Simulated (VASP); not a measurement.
# Be3AgRh4 (P-6m2) in VASP: relaxation of cell and atoms with PBE

Aim: the relaxation of cell and atoms of Be3AgRh4 with PBE.

Program: VASP 6.6.1. These are calculated values, not measurements. Logs are shortened: lines on timing, memory, paths and dates and some standing lists are left out, and cuts for length are marked.

**1. The cell of the first run**

The structure is hexagonal, space group P-6m2 (No. 187). Conventional cell: a = 2.756 Å, b = 2.756 Å, c = 15.146 Å, α = 90.00°, β = 90.00°, γ = 120.00°. Within 3.1 Å of Be (site symmetry -6m2) lie 6 Rh at 2.34 Å and 6 Be at 2.76 Å. Within 3.0 Å of Be (site symmetry 3m) lie 6 Rh at 2.30 to 2.36 Å and 6 Be at 2.76 Å. Ag (site symmetry -6m2) has 6 Ag at 2.76 Å and 6 Rh at 2.92 Å within 3.6 Å. Within 3.0 Å of Rh (site symmetry 3m) lie 3 Be at 2.30 Å and 6 Rh at 2.76 Å and 3 Ag at 2.92 Å. Within 3.1 Å of Rh (site symmetry 3m) lie 6 Be at 2.34 to 2.36 Å and 6 Rh at 2.76 Å.

The cell was generated, and may not be a known phase.

**2. Relaxation of cell and atoms, PBE**

INCAR reads:

```
SYSTEM = Be3AgRh4
PREC = Accurate
ENCUT = 600
EDIFF = 1E-6
ISMEAR = 0
SIGMA = 0.1
LREAL = .False.
LASPH = .True.
NELM = 80
ALGO = Fast
ISIF = 3
LWAVE = .False.
LCHARG = .False.
GGA = PE
IBRION = 2
NSW = 100
EDIFFG = -0.01
```

KPOINTS reads:

```
regular mesh
0
Gamma
  12 12 2
  0 0 0
```

POSCAR reads:

```
Be3AgRh4
1.0
    2.7558721322      0.0000000000      0.0000000000
   -1.3779360661      2.3866552761      0.0000000000
    0.0000000000      0.0000000000     15.1463642688
Be Ag Rh
3 1 4
Direct
    0.6666666667      0.3333333333      0.5000000000
    0.3333333333      0.6666666667      0.2716701430
    0.3333333333      0.6666666667      0.7283298570
    0.6666666667      0.3333333333      0.0000000000
    0.0000000000      0.0000000000      0.1616580419
    0.0000000000      0.0000000000      0.6134482136
    0.0000000000      0.0000000000      0.3865517864
    0.0000000000      0.0000000000      0.8383419581
```

Potentials or basis: VASP PAW PBE potentials, release 64 (Be, Ag, Rh_pv).

On the command line:

```
cat potpaw_PBE.64/Be/POTCAR potpaw_PBE.64/Ag/POTCAR potpaw_PBE.64/Rh_pv/POTCAR > POTCAR
mpirun -np 1 vasp_std > vasp.out
```

OUTCAR:

```text
SYSTEM = Be3AgRh4
   PREC = Accurate
   ENCUT = 600
   EDIFF = 1E-6
   ISMEAR = 0
   LREAL = .False.
   LASPH = .True.
   NELM = 80
   ISIF = 3
   GGA = PE
   IBRION = 2
   NSW = 100
   EDIFFG = -0.01

 ion  position               nearest neighbor table
   1  0.667  0.333  0.500-   6 2.34   7 2.34   6 2.34   7 2.34   6 2.34   7 2.34
   2  0.333  0.667  0.272-   5 2.30   5 2.30   5 2.30   7 2.36   7 2.36   7 2.36
   3  0.333  0.667  0.728-   8 2.30   8 2.30   8 2.30   6 2.36   6 2.36   6 2.36
   4  0.667  0.333  0.000-   5 2.92   8 2.92   5 2.92   8 2.92   5 2.92   8 2.92
   5  0.000  0.000  0.162-   2 2.30   2 2.30   2 2.30   4 2.92   4 2.92   4 2.92
   6  0.000  0.000  0.613-   1 2.34   1 2.34   1 2.34   3 2.36   3 2.36   3 2.36
   7  0.000  0.000  0.387-   1 2.34   1 2.34   1 2.34   2 2.36   2 2.36   2 2.36
   8  0.000  0.000  0.838-   3 2.30   3 2.30   3 2.30   4 2.92   4 2.92   4 2.92

  LATTYP: Found a hexagonal cell.
 ALAT       =     2.7558721322
 C/A-ratio  =     5.4960330314

  Lattice vectors:

 A1 = (   2.7558721322,   0.0000000000,   0.0000000000)
 A2 = (  -1.3779360661,   2.3866552761,   0.0000000000)
 A3 = (   0.0000000000,   0.0000000000,  15.1463642688)

Analysis of symmetry for initial positions (statically):
=====================================================================
 Subroutine PRICEL returns:
 Original cell was already a primitive cell.

 Routine SETGRP: Setting up the symmetry group for a
 hexagonal supercell.

 Subroutine GETGRP returns: Found 12 space group operations
 (whereof 12 operations were pure point group operations)
 out of a pool of 24 trial point group operations.

The static configuration has the point symmetry D_3h.

Analysis of symmetry for dynamics (positions and initial velocities):
=====================================================================
 Subroutine PRICEL returns:
 Original cell was already a primitive cell.

 Routine SETGRP: Setting up the symmetry group for a
 hexagonal supercell.

 Subroutine GETGRP returns: Found 12 space group operations
 (whereof 12 operations were pure point group operations)
 out of a pool of 24 trial point group operations.

The dynamic configuration has the point symmetry D_3h.

 Subroutine INISYM returns: Found 12 space group operations
 (whereof 12 operations are pure point group operations),
 and found     1 'primitive' translations

----------------------------------------------------------------------------------------

                                     Primitive cell

  volume of cell :      99.6224

  direct lattice vectors                    reciprocal lattice vectors
     2.755872132  0.000000000  0.000000000     0.362861538  0.209498207  0.000000000
    -1.377936066  2.386655276  0.000000000     0.000000000  0.418996413  0.000000000
     0.000000000  0.000000000 15.146364269     0.000000000  0.000000000  0.066022445

  length of vectors
     2.755872132  2.755872132 15.146364269     0.418996413  0.418996413  0.066022445

  position of ions in fractional coordinates (direct lattice)
     0.666666667  0.333333333  0.500000000
     0.333333333  0.666666667  0.271670143
     0.333333333  0.666666667  0.728329857
     0.666666667  0.333333333  0.000000000
     0.000000000  0.000000000  0.161658042
     0.000000000  0.000000000  0.613448214
     0.000000000  0.000000000  0.386551786
     0.000000000  0.000000000  0.838341958

  ion indices of the primitive-cell ions
   primitive index   ion index
                 1           1
                 2           2
                 3           3
                 4           4
                 5           5
                 6           6
                 7           7
                 8           8

----------------------------------------------------------------------------------------

 KPOINTS: regular mesh

Automatic generation of k-mesh.
 Grid dimensions read from file:
 generate k-points for:   12   12    2

 Generating k-lattice:

  Cartesian coordinates                     Fractional coordinates (reciprocal lattice)
     0.030238461  0.017458184  0.000000000     0.083333333 -0.000000000  0.000000000
     0.000000000  0.034916368  0.000000000     0.000000000  0.083333333  0.000000000
     0.000000000  0.000000000  0.033011222     0.000000000  0.000000000  0.500000000

  Length of vectors
     0.034916368  0.034916368  0.033011222

  Shift w.r.t. Gamma in fractional coordinates (k-lattice)
     0.000000000  0.000000000  0.000000000

 Subroutine IBZKPT returns following result:
 ===========================================

 Found     38 irreducible k-points:

 Following reciprocal coordinates:
            Coordinates               Weight
  0.000000  0.000000  0.000000      1.000000
  0.083333  0.000000  0.000000      6.000000
  0.166667  0.000000  0.000000      6.000000
  0.250000  0.000000  0.000000      6.000000
  0.333333  0.000000  0.000000      6.000000
  0.416667  0.000000  0.000000      6.000000
[... 16 lines left out ...]
  0.250000  0.000000  0.500000      6.000000
  0.333333  0.000000  0.500000      6.000000
 [... further k-points ...]
   k-points           NKPTS =     38   k-points in BZ     NKDIM =     38   number of bands    NBANDS=     46
   number of dos      NEDOS =    301   number of ions     NIONS =      8
   total plane-waves  NPLWV =  72576
   dimension x,y,z NGX =    24 NGY =   24 NGZ =  126
   dimension x,y,z NGXF=    48 NGYF=   48 NGZF=  252
   ions per type =               3   1   4
   NGX,Y,Z   is equivalent  to a cutoff of  14.48, 14.48, 13.83 a.u.
   NGXF,Y,Z  is equivalent  to a cutoff of  28.96, 28.96, 27.66 a.u.
 SYSTEM =  Be3AgRh4
   PREC   = accura    normal or accurate (medium, high low for compatibility)
   ISTART =      0    job   : 0-new  1-cont  2-samecut
   ICHARG =      2    charge: 1-file 2-atom 10-const
   ISPIN  =      1    spin polarized calculation?
   LNONCOLLINEAR =      F non collinear calculations
   LSORBIT =      F    spin-orbit coupling
   LASPH  =      T    aspherical Exc in radial PAW
   ENCUT  =  600.0 eV  44.10 Ry    6.64 a.u.   5.50  5.50 30.25*2*pi/ulx,y,z
   NELM   =     80;   NELMIN=  2; NELMDL= -5     # of ELM steps
   EDIFF  = 0.1E-05   stopping-criterion for ELM
   LREAL  =      F    real-space projection
   EDIFFG = -.1E-01   stopping-criterion for IOM
   NSW    =    100    number of steps for IOM
   IBRION =      2    ionic relax: 0-MD 1-quasi-New 2-CG
   NFREE  =      1    steps in history (QN), initial steepest desc. (CG)
   ISIF   =      3    stress and relaxation
   ISYM   =      2    0-nonsym 1-usesym 2-fastsym
   POTIM  = 0.5000    time-step for ionic-motion
   TEBEG  =    0.0;   TEEND  =   0.0 temperature during run
   PSTRESS=    0.0 pullay stress
   NELECT =      77.0000    total number of electrons
   NUPDOWN=      -1.0000    fix difference up-down
   EMIN   =  10.00;   EMAX   =-10.00  energy-range for DOS
   EFERMI =   0.00;   METHOD = LEGACY
   ISMEAR =     0;   SIGMA  =   0.10  broadening in eV -4-tet -1-fermi 0-gaus
   EFERMI_NEDOS =   21; number of points for ismear=-14 and -15
   IALGO  =     68    algorithm
   IMIX   =      4    mixing-type and parameters
     AMIX     =   0.40;   BMIX     =  1.00
     AMIX_MAG =   1.60;   BMIX_MAG =  1.00
  volume/ion in A,a.u.               =      12.45        84.04
  Fermi-wavevector in a.u.,A,eV,Ry     =   1.502402  2.839127 30.711212  2.257210
  Thomas-Fermi vector in A             =   2.613647
   LORBIT       =      0    0 simple, 1 ext, 2 COOP (PROOUT), +10 PAW based schemes
   GGA     = PE    functional components
   LHFCALC =     F    Hartree Fock is set to
   AEXX    =    0.0000 exact exchange contribution
   IVDW    =     0    specifies the selected vdW correction
   LEPSILON=     F    determine dielectric tensor
   LRPA    =     F    only Hartree local field effects (RPA)
 conjugate gradient relaxation of ions
 non-spin polarized calculation
 RMM-DIIS sequential band-by-band and
 Gauss-broadening in eV      SIGMA  =   0.10
  energy-cutoff  :      600.00
  volume of cell :       99.62
 maximum number of plane-waves:      3397
 NGX is ok and might be reduce to    24
   NGX = 11   NGY = 11   NGZ = 61

--------------------------------------- Ionic step        1  -------------------------------------------

 number of electron      77.0000009 magnetization

 Free energy of the ion-electron system (eV)
  ---------------------------------------------------
  ext. energy  EPLUGINS =         0.00000000
  ---------------------------------------------------
  free energy    TOTEN  =       -45.25438361 eV

  energy without entropy =      -45.23018539  energy(sigma->0) =      -45.24228450

------------------------ aborting loop because EDIFF is reached ----------------------------------------

  FORCE on cell =-STRESS in cart. coord.  units (eV):
  Direction    XX          YY          ZZ          XY          YZ          ZX
  --------------------------------------------------------------------------------------
  -------------------------------------------------------------------------------------
  Total       -0.2505451     -0.2505451     -0.1947456      0.0000000      0.0000000     -0.0000000
  in kB       -4.0293896     -4.0293896     -3.1319954      0.0000000      0.0000000     -0.0000000
  external PRESSURE =      -3.7302582 kB  Pullay stress =       0.0000000 kB
[... 107 lines left out ...]
  FREE ENERGIE OF THE ION-ELECTRON SYSTEM (eV)
  ---------------------------------------------------
  free  energy   TOTEN  =       -45.2549760931 eV

  energy  without entropy=      -45.2308679734  energy(sigma->0) =      -45.24292203

[... ionic steps 4 to 10 ...]

--------------------------------------- Ionic step       11  -------------------------------------------

 number of electron      77.0000008 magnetization

------------------------ aborting loop because EDIFF is reached ----------------------------------------

  FORCE on cell =-STRESS in cart. coord.  units (eV):
  Direction    XX          YY          ZZ          XY          YZ          ZX
  --------------------------------------------------------------------------------------
  -------------------------------------------------------------------------------------
  Total        0.0189787      0.0189787      0.0320736      0.0000000      0.0000000     -0.0000000
  in kB        0.3061166      0.3061166      0.5173302      0.0000000      0.0000000     -0.0000000
  external PRESSURE =       0.3765211 kB  Pullay stress =       0.0000000 kB
[... 69 lines left out ...]
  energy  without entropy=      -45.2312769458  energy(sigma->0) =      -45.24344097

--------------------------------------- Ionic step       13  -------------------------------------------

 number of electron      77.0000008 magnetization

 Free energy of the ion-electron system (eV)
  ---------------------------------------------------
  ext. energy  EPLUGINS =         0.00000000
  ---------------------------------------------------
  free energy    TOTEN  =       -45.25562477 eV

  energy without entropy =      -45.23128930  energy(sigma->0) =      -45.24345703

 E-fermi :   9.0047     XC(G=0): -12.6119

 val. band max:        8.9748745526   @ k =   0.3333   0.0000   0.0000
 cond. band min:       9.0345900299   @ k =   0.4167   0.0833   0.0000
 fundamental gap:      0.0597154773
 Fermi energy:         9.0046772058

 k-point     1 :       0.0000    0.0000    0.0000
  band No.  band energies     occupation
      1     -36.9252      2.00000
      2     -36.9103      2.00000
      3     -36.8643      2.00000
      4     -36.8643      2.00000
      5     -36.8635      2.00000
      6     -36.8635      2.00000
[... 1165 lines left out ...]
     45      13.9252      0.00000
     46      15.6932      0.00000

 [... further k-points ...]

------------------------ aborting loop because EDIFF is reached ----------------------------------------

  FORCE on cell =-STRESS in cart. coord.  units (eV):
  Direction    XX          YY          ZZ          XY          YZ          ZX
  --------------------------------------------------------------------------------------
  -------------------------------------------------------------------------------------
  Total        0.0266722      0.0266722     -0.0013160      0.0000000     -0.0000000      0.0000000
  in kB        0.4301997      0.4301997     -0.0212265      0.0000000     -0.0000000      0.0000000
  external PRESSURE =       0.2797243 kB  Pullay stress =       0.0000000 kB
[... 23 lines left out ...]
  FREE ENERGIE OF THE ION-ELECTRON SYSTEM (eV)
  ---------------------------------------------------
  free  energy   TOTEN  =       -45.2556247677 eV

  energy  without entropy=      -45.2312892997  energy(sigma->0) =      -45.24345703

 reached required accuracy - stopping structural energy minimisation
```

Run time: 11 min. Hardware: 1 thread of Intel Xeon 6975P-C (Granite Rapids), shared host; peak memory 0.4 GiB.

What came out:

| Item | Value |
| --- | --- |
| Free energy | -45.2556 eV |
| Relaxed volume | 12.42 Å³/atom |
| Relaxed cell | a = 2.753 Å, b = 2.753 Å, c = 15.138 Å, α = 90.00°, β = 90.00°, γ = 120.00° |
| Space group after relaxing (to 0.1 Å) | P-6m2 (No. 187) |
| Energy gained by relaxing | 0.2 meV/atom |
| Ionic steps | 13 |
| Pressure after relaxing | 0.0 GPa |
| Largest force after relaxing | 0.005 eV/Å |
| Band gap on the k mesh | zero (an odd number of electrons rules out a gap without spin polarisation) |

Forces in eV/Å, atoms in the order of the input:
```
Be   0.000  0.000  0.000
Be   0.000  0.000 -0.004
Be   0.000  0.000  0.004
Ag   0.000  0.000  0.000
Rh   0.000  0.000  0.000
Rh   0.000  0.000 -0.005
Rh   0.000  0.000  0.005
Rh   0.000  0.000  0.000
```

Step by step:
```tsv
step	energy change (eV)	largest force (eV/Å)	pressure (GPa)	volume (Å³)
1	0.0000	0.0736	-0.37	99.62
2	-0.0005	0.0508	0.32	99.20
3	-0.0006	0.0581	0.18	99.30
4	-0.0009	0.0250	0.06	99.33
5	-0.0010	0.0382	0.00	99.36
6	-0.0010	0.0356	0.03	99.35
7	-0.0011	0.0204	-0.05	99.39
8	-0.0011	0.0178	-0.13	99.43
9	-0.0012	0.0166	0.00	99.37
10	-0.0012	0.0163	0.00	99.36
11	-0.0012	0.0149	0.04	99.33
12	-0.0012	0.0111	0.04	99.33
13	-0.0012	0.0052	0.03	99.33
```

Final structure:
```yaml
crystal:
  lattice:
    - [2.75267, 0.00000, 0.00000]
    - [-1.37634, 2.38388, 0.00000]
    - [0.00000, 0.00000, 15.13771]
  atoms:
    - { symbol: Be, position: [0.66667, 0.33333, 0.50000] }
    - { symbol: Be, position: [0.33333, 0.66667, 0.27121] }
    - { symbol: Be, position: [0.33333, 0.66667, 0.72879] }
    - { symbol: Ag, position: [0.66667, 0.33333, 0.00000] }
    - { symbol: Rh, position: [0.00000, 0.00000, 0.16078] }
    - { symbol: Rh, position: [0.00000, 0.00000, 0.61366] }
    - { symbol: Rh, position: [0.00000, 0.00000, 0.38634] }
    - { symbol: Rh, position: [0.00000, 0.00000, 0.83922] }
```

Levels at points of the mesh, in eV from the Fermi level:
```tsv
k point	band 34	band 35	band 36	band 37	band 38	band 39	band 40	band 41
(0.00, 0.00, 0.00)	-1.99	-0.61	-0.61	-0.43	-0.43	-0.41	-0.15	-0.15
(0.50, 0.00, 0.00)	-0.27	0.16	0.28	0.91	0.92	1.01	1.01	1.37
(0.00, 0.00, 0.50)	-1.90	-0.85	-0.61	-0.61	-0.43	-0.43	-0.14	-0.14
(0.50, 0.00, 0.50)	-0.71	0.15	0.91	0.92	1.01	1.01	1.07	1.22
```

The gap in the log of VASP goes by the Fermi energy; the results here count the filled bands.